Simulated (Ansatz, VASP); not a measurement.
This is a calculation of Sb for VASP 6.6.1.

Contents of INCAR:

```
PREC = Accurate
ENCUT = 500
EDIFF = 1E-6
ISMEAR = -1
SIGMA = 0.05
LREAL = False
LASPH = True
NELM = 120
ALGO = Normal
ISIF = 2
LWAVE = False
LCHARG = True
GGA = PE
ALDAC = 0.0
AGGAC = 0.0
LELF = True
LVHAR = True
NBANDS = 22
GGA_COMPAT = False
```

KPOINTS

```
Automatic mesh
0
Gamma
  8 8 8
```

Contents of POSCAR:

```
Sb
1.0
    2.1542000000      1.2437279499      3.7580000000
   -2.1542000000      1.2437279499      3.7580000000
    0.0000000000     -2.4874558998      3.7580000000
Sb
2
Direct
    0.7665100000      0.7665100000      0.7665100000
    0.2334900000      0.2334900000      0.2334900000
```

Potentials or basis: VASP PAW PBE potentials, release 64 (Sb_d_GW).

Launch:

```sh
$ cat potpaw_PBE.64/Sb_d_GW/POTCAR > POTCAR
$ mpirun -np 1 vasp_std > vasp.out
```

Problem. Set up the same calculation for Ansatz 0.2.0. Potentials there: Ansatz PAW.

Solution. As run (the cutoff follows the program's own potentials):

Contents of input.yaml:

```yaml
crystal:
  lattice:
    - [2.1542, 1.2437279499, 3.758]
    - [-2.1542, 1.2437279499, 3.758]
    - [0.0, -2.4874558998, 3.758]
  atoms:
    - { symbol: Sb, position: [0.76651, 0.76651, 0.76651] }
    - { symbol: Sb, position: [0.23349, 0.23349, 0.23349] }
hamiltonian:
  xc: { exchange: pbe, correlation: none }
  pseudopotentials: { kind: paw }
kpoints:
  mp_grid: { grid: [8, 8, 8] }
scf:
  occupations: { method: fermi_dirac, width: 0.05 }
output:
  forces: true
  stress: true
  eigenvalues: true
```

Potentials or basis: Ansatz PAW.

Launch:

```console
$ ansatz run input.yaml --threads 2 --pin off --max-ram 5120MiB --backend cpu --events-out ev --progress --plain --runs-dir out
```

Both were run:

|  | VASP | Ansatz | Ansatz less VASP |
| --- | --- | --- | --- |
| gap on the k mesh at the Fermi level (eV) | none | none | - |
| pressure (GPa) | 12.3 | 12.4 | +0.04 |
| traceless stress, the component that is largest in VASP (GPa) | -0.40 | -0.41 | -0.003 |
| rms of the force components (eV/Å) | 0.172 | 0.173 | +0.0009 |

VASP's potentials were made for PBE, not for PBE exchange alone. Atom by atom the forces differ by 0.001 eV/Å (rms over components). A gap of «none» marks a metal or a gap that the smearing closes. The functional is the same, so the differences come from potentials, cutoffs and numerics.

Spin-orbit coupling is off throughout.
